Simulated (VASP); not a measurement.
Write the native input for VASP 6.6.1 that does the following.

* Task: single point
* Functional: PBE
* Potentials or basis: VASP PAW PBE potentials, release 64 (N, Ti_sv, F)
* Cutoff: 520 eV
* k mesh: 9 × 9 × 1
* Occupations: gaussian, width 0.1 eV
* Spin: no spin polarisation
* Dipole correction: yes
* Further INCAR settings: ALGO = Fast; EDIFF = 1e-06; NBANDS = 38

The structure of Ti3N3F lies in POSCAR:

```
Ti3N3F
1.0
    3.0028555063      0.0000000000      0.0000000000
   -1.5014277532      2.6005491524      0.0000000000
    0.0000000000      0.0000000000     21.5541471841
N Ti F
3 3 1
Direct
    0.3333333333      0.6666666666      0.1855791355
    0.0000000000      0.0000000000      0.2993308526
    0.6666666667      0.3333333334      0.4147299353
    0.6666666667      0.3333333334      0.2424549941
    0.3333333333      0.6666666666      0.3575097830
    0.0000000000      0.0000000000      0.4664599856
    0.0000000000      0.5000000000      0.5315406091
```

The input as run:

INCAR

```
SYSTEM = Ti3N3F
ALGO = Fast
DIPOL = 0.5 0.5 0.357
EDIFF = 1E-6
ENCUT = 520
GGA = PE
IDIPOL = 3
ISIF = 2
ISMEAR = 0
LASPH = .TRUE.
LCHARG = .TRUE.
LDIPOL = .TRUE.
LELF = .TRUE.
LREAL = .FALSE.
LVACPOTAV = .TRUE.
LVHAR = .TRUE.
LWAVE = .FALSE.
NBANDS = 38
NELM = 80
PREC = Accurate
SIGMA = 0.1
```

KPOINTS

```
k-points
0
G
  9 9 1
  0 0 0
```

Potentials or basis: VASP PAW PBE potentials, release 64 (N, Ti_sv, F).

Launch:

```console
$ cat potpaw_PBE.64/N/POTCAR potpaw_PBE.64/Ti_sv/POTCAR potpaw_PBE.64/F/POTCAR > POTCAR
$ mpirun -np 1 vasp_std > vasp.out
```

It gave:

| Quantity | Value |
| --- | --- |
| Largest force | 5.469 eV/Å |
| Band gap on the k mesh | zero (bands 29 and 30 overlap by 0.13 eV) |

Wall time 8.7 min on 1 thread of Oxide Virtual Turin-like Processor (shared host), peak memory 0.33 GiB.
